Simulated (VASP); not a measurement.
# BaS (Fm-3m) in VASP: further runs, part 3 of 3

VASP 6.6.1.

## Step 6: Electric field gradients, PBEsol (34.53 Å³/atom)

This run uses another cell than the first one, of 34.53 Å³/atom.

INCAR

```
PREC     = Accurate       # precision mode
ENCUT    = 520            # plane-wave cutoff, eV
EDIFF    = 1E-8           # SCF threshold, eV
ISMEAR   = -1             # smearing method
SIGMA    = 0.02           # smearing width, eV
LREAL    = False          # projectors in reciprocal space
LASPH    = True           # aspherical terms in the spheres
NELM     = 80             # most SCF steps
ALGO     = Normal         # electronic algorithm
ISIF     = 2              # what is computed and relaxed
LWAVE    = False          # write WAVECAR
LCHARG   = False          # write CHGCAR
GGA      = PS             # functional
LEFG     = True         
NBANDS   = 15             # bands
```

KPOINTS

```
Automatic mesh
0
Gamma
  8 8 8
```

POSCAR

```
BaS
1.0
    0.0000000000      3.2563884516      3.2563884516
    3.2563884516      0.0000000000      3.2563884516
    3.2563884516      3.2563884516      0.0000000000
Ba S
1 1
Direct
    0.0000000000      0.0000000000      0.0000000000
    0.5000000000      0.5000000000      0.5000000000
```

Potentials or basis: VASP PAW PBE potentials, release 64 (Ba_sv, S).

Run with:

```bash
cat potpaw_PBE.64/Ba_sv/POTCAR potpaw_PBE.64/S/POTCAR > POTCAR
mpirun -np 1 vasp_std > vasp.out
```

OUTCAR:

```text
PREC = Accurate
   ENCUT = 520
   EDIFF = 1E-8
   ISMEAR = -1
   LREAL = False
   LASPH = True
   NELM = 80
   ISIF = 2
   GGA = PS

 ion  position               nearest neighbor table
   1  0.000  0.000  0.000-   2 3.26   2 3.26   2 3.26   2 3.26   2 3.26   2 3.26
   2  0.500  0.500  0.500-   1 3.26   1 3.26   1 3.26   1 3.26   1 3.26   1 3.26

  LATTYP: Found a face centered cubic cell.
 ALAT       =     6.5127769032

  Lattice vectors:

 A1 = (   0.0000000000,   3.2563884516,   3.2563884516)
 A2 = (   3.2563884516,   0.0000000000,   3.2563884516)
 A3 = (   3.2563884516,   3.2563884516,   0.0000000000)

Analysis of symmetry for initial positions (statically):
=====================================================================
 Subroutine PRICEL returns:
 Original cell was already a primitive cell.

 Routine SETGRP: Setting up the symmetry group for a
 face centered cubic supercell.

[... 620 lines left out ...]
  volume of cell :       69.06
      direct lattice vectors                 reciprocal lattice vectors
     0.000000000  3.256388452  3.256388452    -0.153544335  0.153544335  0.153544335
     3.256388452  0.000000000  3.256388452     0.153544335 -0.153544335  0.153544335
     3.256388452  3.256388452  0.000000000     0.153544335  0.153544335 -0.153544335

 POSITION                                       TOTAL-FORCE (eV/Angst)
 -----------------------------------------------------------------------------------
      0.00000      0.00000      0.00000         0.000000      0.000000      0.000000
      3.25639      3.25639      3.25639        -0.000000      0.000000      0.000000
 -----------------------------------------------------------------------------------
    total drift:                                0.000000      0.000000      0.000000

  FREE ENERGIE OF THE ION-ELECTRON SYSTEM (eV)
  ---------------------------------------------------
  free  energy   TOTEN  =       -10.6769762099 eV

  energy  without entropy=      -10.6769762099  energy(sigma->0) =      -10.67697621

 Electric field gradients (V/A^2)
---------------------------------------------------------------------
 ion       V_xx      V_yy      V_zz      V_xy      V_xz      V_yz
---------------------------------------------------------------------
   1      -0.000     0.000     0.000    -0.000    -0.000    -0.000
   2      -0.000    -0.000     0.000     0.000     0.000     0.000
---------------------------------------------------------------------

 Electric field gradients after diagonalization (V/A^2)
 (convention: |V_zz| > |V_xx| > |V_yy|)
----------------------------------------------------------------------
 ion       V_xx      V_yy      V_zz     asymmetry (V_yy - V_xx)/ V_zz
----------------------------------------------------------------------
   1       0.000     0.000    -0.000       0.000
   2      -0.000    -0.000     0.000       0.000
----------------------------------------------------------------------

           NMR quadrupolar parameters

 Cq : quadrupolar parameter    Cq=e*Q*V_zz/h
 eta: asymmetry parameters     (V_yy - V_xx)/ V_zz
 Q  : nuclear electric quadrupole moment in mb (millibarn)
----------------------------------------------------------------------
 ion       Cq(MHz)       eta       Q (mb)
----------------------------------------------------------------------
   1      -0.000       0.000       1.000
   2       0.000       0.000       1.000
----------------------------------------------------------------------
```

OSZICAR:

```text
N       E                     dE             d eps       ncg     rms          rms(c)
DAV:   1     0.815204573601E+02    0.81520E+02   -0.67970E+03   870   0.925E+02
DAV:   2    -0.609206995826E+01   -0.87613E+02   -0.79423E+02  1159   0.166E+02
DAV:   3    -0.110313957523E+02   -0.49393E+01   -0.49075E+01  1184   0.416E+01
DAV:   4    -0.111269825545E+02   -0.95587E-01   -0.95573E-01  1075   0.581E+00
DAV:   5    -0.111289811621E+02   -0.19986E-02   -0.19985E-02  1233   0.679E-01    0.424E+00
DAV:   6    -0.106769063999E+02    0.45207E+00   -0.60528E-01  1003   0.468E+00    0.288E+00
DAV:   7    -0.106707384694E+02    0.61679E-02   -0.13908E-01  1088   0.206E+00    0.168E+00
DAV:   8    -0.106773191682E+02   -0.65807E-02   -0.22288E-02   912   0.945E-01    0.289E-01
DAV:   9    -0.106764396059E+02    0.87956E-03   -0.28665E-03  1171   0.314E-01    0.144E-01
DAV:  10    -0.106769509114E+02   -0.51131E-03   -0.61872E-04   947   0.153E-01    0.270E-02
DAV:  11    -0.106769748177E+02   -0.23906E-04   -0.38253E-05  1129   0.347E-02    0.117E-02
DAV:  12    -0.106769761564E+02   -0.13387E-05   -0.30016E-06   996   0.113E-02    0.384E-03
DAV:  13    -0.106769761399E+02    0.16519E-07   -0.12701E-07  1144   0.220E-03    0.123E-03
DAV:  14    -0.106769762053E+02   -0.65383E-07   -0.90289E-09   866   0.743E-04    0.590E-04
DAV:  15    -0.106769762099E+02   -0.46357E-08   -0.23518E-09   554   0.313E-04
   1 F= -.10676976E+02 E0= -.10676976E+02  d E =-.151631E-11
```

stdout:

```text
POSCAR found type information on POSCAR BaS
 POSCAR found :  2 types and       2 ions
 scaLAPACK will be used
 -----------------------------------------------------------------------------
|                                                                             |
|                                                                             |
|     You enforced a specific xc type in the INCAR file but a different       |
|     I HOPE YOU KNOW WHAT YOU ARE DOING!                                     |
|                                                                             |
 -----------------------------------------------------------------------------

 LDA part: xc-table for (Slater+PW92), standard interpolation
 POSCAR, INCAR and KPOINTS ok, starting setup
 FFT: planning ... GRIDC
 FFT: planning ... GRID_SOFT
 FFT: planning ... GRID
 WAVECAR not read
 entering main loop
ion   1

ion   2
```

Run time: 47 s. Hardware: 1 thread of Intel Xeon 8259CL, shared host; peak memory 0.21 GiB.

Results:

- Free energy: -10.6770 eV
- Pressure: -2.8 GPa
- Band gap on the k mesh: 2.08 eV (least direct gap 2.25 eV)
- Largest electric field gradient by atom: zero within the noise of the run

Levels at points of the mesh, in eV from the valence-band top:
```tsv
k point	band 4	band 5	band 6	band 7	band 8	band 9	band 10	band 11	band 12	band 13
(0.00, 0.00, 0.00)	-11.27	-10.26	0.00	0.00	0.00	3.14	3.77	3.77	3.77	4.67
(0.50, 0.00, 0.00)	-11.30	-9.24	-1.87	-1.00	-1.00	5.27	5.35	6.04	6.04	8.47
(0.50, 0.50, 0.00)	-11.43	-10.16	-0.60	-0.17	-0.17	2.08	5.58	5.75	7.18	7.18
```

Caveat: the PAW data sets were made with another functional, which shifts forces and pressure a little; spin-orbit coupling is left out, which moves the levels of the heavy elements. A k mesh can miss the band edges.

## Step 7: Summary

```tsv
cell	gap on the mesh (eV)	pressure (GPa)
a = 4.547 Å, angles 60.0°, 2 atoms	2.02	-1.4
a = 4.591 Å, angles 60.0°, 2 atoms	2.06	-2.4
a = 4.576 Å, angles 60.0°, 2 atoms	2.05	-2.1
a = 4.605 Å, angles 60.0°, 2 atoms	2.08	-2.8
```

Alike in all rows: task electric field gradients; level PBEsol; potentials or basis VASP PAW PBE potentials, release 64 (Ba_sv, S); no spin polarisation; k mesh 8 × 8 × 8; cutoff (eV) 520; smearing fermi-dirac 0.02 eV.

Caveats: the PAW data sets were made with another functional, which shifts forces and pressure a little; spin-orbit coupling is left out, which moves the levels of the heavy elements.

Total energies depend on the potentials used, so only differences within one code and one set of settings carry meaning.
